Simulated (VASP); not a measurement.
# FePO3 (R-3c) in VASP: single point with PBE+U

Aim: the single point of FePO3 with PBE+U.

Program: VASP 6.6.1. These are calculated values, not measurements. Logs are shortened: lines on timing, memory, paths and dates and some standing lists are left out, and cuts for length are marked.

## Step 1: The cell of the first run

Symmetry: R-3c, No. 167, trigonal system. The conventional cell has a = 4.635 Å, b = 4.635 Å, c = 13.336 Å, α = 90.00°, β = 90.00°, γ = 120.00°. Fe (site symmetry -3) has 6 O at 1.99 Å within 2.6 Å. Within 1.8 Å of P (site symmetry 32) lie 3 O at 1.34 Å. O (site symmetry 2) has 1 P at 1.34 Å within 1.8 Å.

## Step 2: Single point, PBE+U, collinear spin, ferromagnetic start

Contents of INCAR:

```
  ALGO = Normal
  EDIFF = 1E-6
  ENCUT = 520
  GGA = PE
  ISIF = 2
  ISMEAR = -1
  ISPIN = 2
  ISYM = 0
  LASPH = T
  LCHARG = F
  LDAU = T
  LDAUJ = 0.8 0 0
  LDAUL = 2 -1 -1
  LDAUPRINT = 1
  LDAUTYPE = 1
  LDAUU = 4.33 0 0
  LMAXMIX = 4
  LORBIT = 11
  LREAL = F
  LWAVE = F
  MAGMOM = 4 4 0 0 0 0 0 0 0 0
  NBANDS = 46
  NELM = 150
  PREC = Accurate
  SIGMA = 0.1
```

Contents of KPOINTS:

```
Automatic mesh
0
Gamma
  5 5 4
  0 0 0.5
```

Contents of POSCAR:

```
FePO3
1.0
    4.6346471500      0.0000000000      0.0000000000
   -2.3173235800      4.0137241300      0.0000000000
    0.0000000000     -2.6758127800      4.4454091000
Fe P O
2 2 6
Direct
    0.0000000000      0.0000000000      0.0000000000
    0.5000000000      0.0000000000      0.5000000000
    0.2500000000      0.5000000000      0.7500000000
    0.7500000000      0.5000000000      0.2500000000
    0.5401000000      0.5000000000      0.7500000000
    0.2500000000      0.7901000000      0.7500000000
    0.9599000000      0.2099000000      0.7500000000
    0.4599000000      0.5000000000      0.2500000000
    0.7500000000      0.2099000000      0.2500000000
    0.0401000000      0.7901000000      0.2500000000
```

Potentials or basis: VASP PAW PBE potentials, release 64 (Fe, P, O).

Launch:

```sh
$ cat potpaw_PBE.64/Fe/POTCAR potpaw_PBE.64/P/POTCAR potpaw_PBE.64/O/POTCAR > POTCAR
$ mpirun -np 1 vasp_std > vasp.out
```

OUTCAR:

```text
EDIFF = 1E-6
   ENCUT = 520
   GGA = PE
   ISIF = 2
   ISMEAR = -1
   ISPIN = 2
   ISYM = 0
   LASPH = T
   LORBIT = 11
   LREAL = F
   NELM = 150
   PREC = Accurate

 ion  position               nearest neighbor table
   1  0.000  0.000  0.000-   7 1.99  10 1.99   9 1.99   6 1.99   8 1.99   5 1.99   4 2.90   3 2.90
                             4 2.90   3 2.90   3 2.90   4 2.90
   2  0.500  0.000  0.500-   6 1.99   9 1.99   7 1.99  10 1.99   5 1.99   8 1.99   3 2.90   4 2.90
                             3 2.90   4 2.90   3 2.90   4 2.90
   3  0.250  0.500  0.750-   5 1.34   7 1.34   6 1.34   2 2.90   1 2.90   1 2.90   2 2.90   2 2.90
                             1 2.90
   4  0.750  0.500  0.250-   8 1.34  10 1.34   9 1.34   1 2.90   2 2.90   2 2.90   1 2.90   2 2.90
                             1 2.90
   5  0.540  0.500  0.750-   3 1.34   1 1.99   2 1.99
   6  0.250  0.790  0.750-   3 1.34   2 1.99   1 1.99
   7  0.960  0.210  0.750-   3 1.34   1 1.99   2 1.99
   8  0.460  0.500  0.250-   4 1.34   1 1.99   2 1.99
   9  0.750  0.210  0.250-   4 1.34   2 1.99   1 1.99
  10  0.040  0.790  0.250-   4 1.34   1 1.99   2 1.99

IMPORTANT INFORMATION: All symmetrisations will be switched off!
NOSYMM: (Re-)initialisation of all symmetry stuff for point group C_1.

----------------------------------------------------------------------------------------

                                     Primitive cell

  volume of cell :      82.6944

  direct lattice vectors                    reciprocal lattice vectors
     4.634647150  0.000000000  0.000000000     0.215766156  0.124572588  0.074983632
    -2.317323580  4.013724130  0.000000000     0.000000000  0.249145175  0.149967265
     0.000000000 -2.675812780  4.445409100     0.000000000  0.000000000  0.224951175

  length of vectors
     4.634647150  4.634648850  5.188606374     0.260184375  0.290798037  0.224951175

  position of ions in fractional coordinates (direct lattice)
     0.000000000  0.000000000  0.000000000
     0.500000000  0.000000000  0.500000000
     0.250000000  0.500000000  0.750000000
     0.750000000  0.500000000  0.250000000
     0.540100000  0.500000000  0.750000000
     0.250000000  0.790100000  0.750000000
     0.959900000  0.209900000  0.750000000
     0.459900000  0.500000000  0.250000000
     0.750000000  0.209900000  0.250000000
     0.040100000  0.790100000  0.250000000

  ion indices of the primitive-cell ions
   primitive index   ion index
                 1           1
                 2           2
                 3           3
                 4           4
                 5           5
                 6           6
                 7           7
                 8           8
                 9           9
                10          10

----------------------------------------------------------------------------------------

 KPOINTS: Automatic mesh

Automatic generation of k-mesh.
 Grid dimensions read from file:
 generate k-points for:    5    5    4

 Generating k-lattice:

  Cartesian coordinates                     Fractional coordinates (reciprocal lattice)
     0.043153231  0.024914518  0.014996726     0.200000000 -0.000000000  0.000000000
     0.000000000  0.049829035  0.029993453     0.000000000  0.200000000  0.000000000
[... 148 lines left out ...]
  o =  0.9127  v = -0.0068 -0.0182  0.9940  0.0652  0.0853  0.0000  0.0000  0.0000  0.0000  0.0000      0.0000  0.0000  0.0000  0.0000  0.0000  0.0000  0.0000  0.0000  0.0000  0.0000
  o =  0.9355  v =  0.8581 -0.4241 -0.0015 -0.2320  0.1731  0.0000  0.0000  0.0000  0.0000  0.0000      0.0000  0.0000  0.0000  0.0000  0.0000  0.0000  0.0000  0.0000  0.0000  0.0000
  o =  0.9596  v =  0.1480  0.2195  0.1076 -0.4751 -0.8322  0.0000  0.0000  0.0000  0.0000  0.0000      0.0000  0.0000  0.0000  0.0000  0.0000  0.0000  0.0000  0.0000  0.0000  0.0000
  o =  1.0153  v =  0.1157 -0.3891 -0.0117  0.7551 -0.5147  0.0000  0.0000  0.0000  0.0000  0.0000      0.0000  0.0000  0.0000  0.0000  0.0000  0.0000  0.0000  0.0000  0.0000  0.0000
  o =  1.0182  v = -0.4778 -0.7876  0.0136 -0.3821 -0.0729  0.0000  0.0000  0.0000  0.0000  0.0000      0.0000  0.0000  0.0000  0.0000  0.0000  0.0000  0.0000  0.0000  0.0000  0.0000

atom =   2  type =  1  l = 2

 onsite density matrix

spin component  1

  0.9560 -0.0283  0.0001  0.0204  0.0049
 -0.0283  1.0000  0.0005  0.0011  0.0164
  0.0001  0.0005  0.9133  0.0038 -0.0037
  0.0204  0.0011  0.0038  0.9984  0.0193
  0.0049  0.0164 -0.0037  0.0193  0.9736

spin component  2

  0.8021  0.2340 -0.0120 -0.0614 -0.1205
  0.2340  0.1661 -0.0021 -0.0284 -0.0270
 -0.0120 -0.0021  0.8099 -0.1905  0.0573
 -0.0614 -0.0284 -0.1905  0.1219  0.0326
 -0.1205 -0.0270  0.0573  0.0326  0.0691

 occupancies and eigenvectors

  o =  0.0182  v =  0.0000  0.0000  0.0000  0.0000  0.0000 -0.1189  0.1581  0.1914  0.5680 -0.7756      0.0000  0.0000  0.0000  0.0000  0.0000  0.0000  0.0000  0.0000  0.0000  0.0000
  o =  0.0912  v =  0.0000  0.0000  0.0000  0.0000  0.0000 -0.3310  0.7911 -0.1157 -0.4738 -0.1635      0.0000  0.0000  0.0000  0.0000  0.0000  0.0000  0.0000  0.0000  0.0000  0.0000
  o =  0.0942  v =  0.0000  0.0000  0.0000  0.0000  0.0000 -0.0112  0.5055  0.1192  0.6199  0.5881      0.0000  0.0000  0.0000  0.0000  0.0000  0.0000  0.0000  0.0000  0.0000  0.0000
  o =  0.8618  v =  0.0000  0.0000  0.0000  0.0000  0.0000  0.0523  0.0229  0.9649 -0.2514  0.0507      0.0000  0.0000  0.0000  0.0000  0.0000  0.0000  0.0000  0.0000  0.0000  0.0000
  o =  0.9039  v =  0.0000  0.0000  0.0000  0.0000  0.0000 -0.9346 -0.3050  0.0692  0.0740  0.1524      0.0000  0.0000  0.0000  0.0000  0.0000  0.0000  0.0000  0.0000  0.0000  0.0000
  o =  0.9127  v =  0.0069 -0.0182  0.9940 -0.0652  0.0854  0.0000  0.0000  0.0000  0.0000  0.0000      0.0000  0.0000  0.0000  0.0000  0.0000  0.0000  0.0000  0.0000  0.0000  0.0000
  o =  0.9355  v =  0.8580  0.4243  0.0016 -0.2316 -0.1740  0.0000  0.0000  0.0000  0.0000  0.0000      0.0000  0.0000  0.0000  0.0000  0.0000  0.0000  0.0000  0.0000  0.0000  0.0000
  o =  0.9596  v =  0.1489 -0.2191 -0.1076 -0.4753  0.8321  0.0000  0.0000  0.0000  0.0000  0.0000      0.0000  0.0000  0.0000  0.0000  0.0000  0.0000  0.0000  0.0000  0.0000  0.0000
  o =  1.0153  v =  0.1163  0.3882  0.0116  0.7556  0.5145  0.0000  0.0000  0.0000  0.0000  0.0000      0.0000  0.0000  0.0000  0.0000  0.0000  0.0000  0.0000  0.0000  0.0000  0.0000
  o =  1.0182  v = -0.4776  0.7880 -0.0136 -0.3811  0.0735  0.0000  0.0000  0.0000  0.0000  0.0000      0.0000  0.0000  0.0000  0.0000  0.0000  0.0000  0.0000  0.0000  0.0000  0.0000

 number of electron      62.0000001 magnetization       6.0505411

 Free energy of the ion-electron system (eV)
  ---------------------------------------------------
  ext. energy  EPLUGINS =         0.00000000
  ---------------------------------------------------
  free energy    TOTEN  =       -56.30495940 eV

  energy without entropy =      -56.28114230  energy(sigma->0) =      -56.29305085

 E-fermi :  10.0213     XC(G=0): -12.3110

 val. band max:        9.9229958960   @ k =   0.0000   0.0000   0.1250
 cond. band min:      10.2212204989   @ k =   0.0000  -0.2000   0.1250
 fundamental gap:      0.2982246029
 Fermi energy:        10.0212675810

 spin component 1

 k-point     1 :       0.0000    0.0000    0.1250
  band No.  band energies     occupation
      1     -17.7751      1.00000
      2     -16.6552      1.00000
      3     -14.6636      1.00000
      4     -14.6460      1.00000
      5     -14.2243      1.00000
      6     -14.2050      1.00000
[... 2201 lines left out ...]
     42      18.8346      0.00000
     43      19.9076      0.00000

 [... further k-points ...]

 [bands above 43 left out]

------------------------ aborting loop because EDIFF is reached ----------------------------------------

  FORCE on cell =-STRESS in cart. coord.  units (eV):
  Direction    XX          YY          ZZ          XY          YZ          ZX
  --------------------------------------------------------------------------------------
  -------------------------------------------------------------------------------------
  Total       77.8664115     79.1660837     22.7865835      0.0001985     -0.0456483     -0.0001265
  in kB     1508.6372046   1533.8179450    441.4828797      0.0038462     -0.8844205     -0.0024503
  external PRESSURE =    1161.3126764 kB  Pullay stress =       0.0000000 kB

 VOLUME and BASIS-vectors are now :
 -----------------------------------------------------------------------------
  energy-cutoff  :      520.00
  volume of cell :       82.69
      direct lattice vectors                 reciprocal lattice vectors
     4.634647150  0.000000000  0.000000000     0.215766156  0.124572588  0.074983632
    -2.317323580  4.013724130  0.000000000     0.000000000  0.249145175  0.149967265
     0.000000000 -2.675812780  4.445409100     0.000000000  0.000000000  0.224951175

 POSITION                                       TOTAL-FORCE (eV/Angst)
 -----------------------------------------------------------------------------------
      0.00000      0.00000      0.00000         0.000000     -0.000000     -0.000000
      2.31732     -1.33791      2.22270         0.000000     -0.000000     -0.000000
     -0.00000      0.00000      3.33406        -0.070379      0.000020     -0.000095
      2.31732      1.33791      1.11135         0.070379     -0.000021      0.000095
      1.34451      0.00000      3.33406        10.895711      0.000164      0.000072
     -0.67226      1.16438      3.33406        -5.423499      9.580033     -0.100147
      3.96239     -1.16438      3.33406        -5.423805     -9.580294      0.100156
      0.97281      1.33791      1.11135       -10.895711     -0.000163     -0.000072
      2.98958      0.17353      1.11135         5.423498     -9.580032      0.100147
     -1.64507      2.50229      1.11135         5.423805      9.580294     -0.100156
 -----------------------------------------------------------------------------------
    total drift:                               -0.000000      0.000000      0.000001

  FREE ENERGIE OF THE ION-ELECTRON SYSTEM (eV)
  ---------------------------------------------------
  free  energy   TOTEN  =       -56.3049594019 eV

  energy  without entropy=      -56.2811422960  energy(sigma->0) =      -56.29305085

 total charge

# of ion       s       p       d       tot
------------------------------------------
    1        0.292   0.437   6.771   7.500
    2        0.292   0.437   6.771   7.500
    3        1.041   2.002   0.000   3.043
    4        1.041   2.002   0.000   3.043
    5        1.602   3.806   0.000   5.408
    6        1.602   3.803   0.000   5.405
    7        1.602   3.803   0.000   5.405
    8        1.602   3.806   0.000   5.408
    9        1.602   3.803   0.000   5.405
   10        1.602   3.803   0.000   5.405
--------------------------------------------------
tot         12.280  27.699  13.541  53.521

 magnetization (x)

# of ion       s       p       d       tot
------------------------------------------
    1        0.012   0.015   2.866   2.893
    2        0.012   0.015   2.866   2.893
    3        0.007   0.020   0.000   0.027
    4        0.007   0.020   0.000   0.027
    5        0.009   0.009   0.000   0.019
    6        0.009   0.012   0.000   0.021
    7        0.009   0.012   0.000   0.021
    8        0.009   0.009   0.000   0.019
    9        0.009   0.012   0.000   0.021
   10        0.009   0.012   0.000   0.021
--------------------------------------------------
tot          0.093   0.135   5.731   5.959
```

Run time: 14 min. Hardware: 1 thread of Intel Xeon Platinum 8488C (Sapphire Rapids), shared host; peak memory 0.45 GiB.

What came out:

- Free energy: -56.3050 eV
- Pressure: 116.1 GPa
- Largest force: 11.010 eV/Å
- Net moment: 6.05 μB per cell
- Site moments: Fe +2.89; P +0.03; O +0.02 μB
- Valence electrons inside the program's atomic spheres: Fe 7.50; P 3.04; O 5.41

Forces in eV/Å, atoms in the order of the input:
```
Fe    0.000   0.000   0.000
Fe    0.000   0.000   0.000
P    -0.070   0.000   0.000
P     0.070   0.000   0.000
O    10.896   0.000   0.000
O    -5.423   9.580  -0.100
O    -5.424  -9.580   0.100
O   -10.896   0.000   0.000
O     5.423  -9.580   0.100
O     5.424   9.580  -0.100
```

Stress tensor (GPa, compression positive):
```
150.86   0.00   0.00
  0.00 153.38  -0.09
  0.00  -0.09  44.15
```

Eigenvalues of the final occupation matrices:
```tsv
site	spin	trace	eigenvalues
site 1 d	1	4.84	0.91 0.94 0.96 1.02 1.02
site 1 d	2	1.97	0.02 0.09 0.09 0.86 0.90
site 2 d	1	4.84	0.91 0.94 0.96 1.02 1.02
site 2 d	2	1.97	0.02 0.09 0.09 0.86 0.90
```

Caveat: the stress differs along the axes, from 44 to 153 GPa; the run started ferromagnetic, and an antiferromagnetic order may lie lower in energy; forces of over 1 eV/Å act on the atoms, so gaps and moduli don't describe the material at rest. The state reached can hang on the start; a lower one may exist.
